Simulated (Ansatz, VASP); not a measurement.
**Two plane-wave programs on InSe2**

```
In Se
1.0
     3.88711    0.00000    0.00000
     0.00000    3.88711    0.00000
     0.00000    0.00000    9.73169
In Se
2 4
Direct
  0.00000 0.50000 0.70359
  0.50000 0.00000 0.29641
  0.00000 0.50000 0.36578
  0.50000 0.00000 0.63422
  0.00000 0.00000 0.00000
  0.50000 0.50000 0.00000
```

Alike in both runs: functional PBE; k mesh 10 × 10 × 4; occupations gaussian, width 0.1 eV; no spin polarisation.

Ansatz relaxed the structure, and its values are those at the end. VASP's run is a single point on that final structure, the one shown.

```csv
,VASP,Ansatz
version,VASP 6.6.1,Ansatz 0.2.0
potentials or method,"VASP PAW PBE potentials, release 64 (In_d, Se), cutoff 500 eV","scalar-relativistic, plane waves, PAW"
valence electrons in the cell,50,90
```

|  | VASP | Ansatz | Ansatz less VASP |
| --- | --- | --- | --- |
| gap on the k mesh at the Fermi level (eV) | none | none | - |
| pressure (GPa) | 0.0 | 0.0 | -0.03 |

A gap of «none» marks a metal or a gap that the smearing closes. VASP's potentials hold 50 valence electrons a cell and Ansatz's 90, so a difference there can come from the potentials and not from the codes.
